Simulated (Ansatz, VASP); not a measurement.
## MgO in VASP and in Ansatz

The input POSCAR:

```
MgO
1.0
    0.1092729437      2.1581406381      2.1581406381
    2.1581406381      0.1092729437      2.1581406381
    2.1581406381      2.1581406381      0.1092729437
Mg O
1 1
Direct
    0.0000000000      0.0000000000      0.0000000000
    0.5000000000      0.5000000000      0.5000000000
```

File INCAR.step1:

```
SYSTEM = MgO
PREC     = Accurate       ! precision mode
ENCUT    = 520            ! plane-wave cutoff, eV
ISMEAR   = 0              ! smearing method
SIGMA    = 0.05           ! smearing width, eV
LREAL    = .FALSE.        ! projectors in reciprocal space
LASPH    = .TRUE.         ! aspherical terms in the spheres
NELM     = 60             ! most SCF steps
NBANDS   = 11             ! bands
GGA      = PE             ! functional
ALGO     = Normal         ! electronic algorithm
EDIFF    = 1E-4           ! SCF threshold, eV
LWAVE    = .TRUE.         ! write WAVECAR
LCHARG   = .FALSE.        ! write CHGCAR
```

The input INCAR.step2:

```
SYSTEM = MgO
PREC     = Accurate       ! precision mode
ENCUT    = 520            ! plane-wave cutoff, eV
EDIFF    = 1E-6           ! SCF threshold, eV
ISMEAR   = 0              ! smearing method
SIGMA    = 0.05           ! smearing width, eV
LREAL    = .FALSE.        ! projectors in reciprocal space
LASPH    = .TRUE.         ! aspherical terms in the spheres
NELM     = 60             ! most SCF steps
ALGO     = Normal         ! electronic algorithm
ISIF     = 2              ! what is computed and relaxed
LWAVE    = .FALSE.        ! write WAVECAR
LCHARG   = .TRUE.         ! write CHGCAR
METAGGA  = R2SCAN         ! meta-GGA
LMIXTAU  = .TRUE.       
LELF     = .TRUE.         ! ELF
LVHAR    = .TRUE.       
NBANDS   = 11             ! bands
ISTART   = 1
```

KPOINTS

```
Automatic mesh
0
G
  10 10 10
  0 0 0
```

Input for Ansatz:

```yaml
crystal:
  lattice:
    - [0.1092729437, 2.1581406381, 2.1581406381]
    - [2.1581406381, 0.1092729437, 2.1581406381]
    - [2.1581406381, 2.1581406381, 0.1092729437]
  atoms:
    - { symbol: Mg, position: [0.0, 0.0, 0.0] }
    - { symbol: O, position: [0.5, 0.5, 0.5] }
basis:
  ecutwfc: 500
kpoints:
  mp_grid: { grid: [10, 10, 10] }
hamiltonian:
  xc: r2scan
scf:
  occupations: { method: gaussian, width: 0.05 }
output:
  forces: true
  stress: true
  eigenvalues: true
  write_density: true
  write_potential: true
  elf: true
  volumetric_format: npy
```

Alike in both runs: task single point; functional r2SCAN; k mesh 10 × 10 × 10; occupations gaussian, width 0.05 eV; no spin polarisation.

|  | VASP | Ansatz |
| --- | --- | --- |
| version | VASP 6.6.1 | Ansatz 0.2.0 |
| potentials or method | VASP PAW PBE potentials, release 64 (Mg, O), cutoff 520 eV | scalar-relativistic, plane waves, PAW |
| valence electrons in the cell | 8 | 16 |

```csv
,VASP,Ansatz,Ansatz less VASP
gap on the k mesh at the Fermi level (eV),5.31,5.34,+0.026
least direct gap on the mesh (eV),5.31,5.34,+0.026
pressure (GPa),-1.0,0.1,+1.15
"traceless stress, the component that is largest in VASP (GPa)",-8.98,-8.92,+0.061
```

VASP's potentials were made for PBE, not for r2SCAN. VASP's potentials hold 8 valence electrons a cell and Ansatz's 16, so a difference there can come from the potentials and not from the codes.
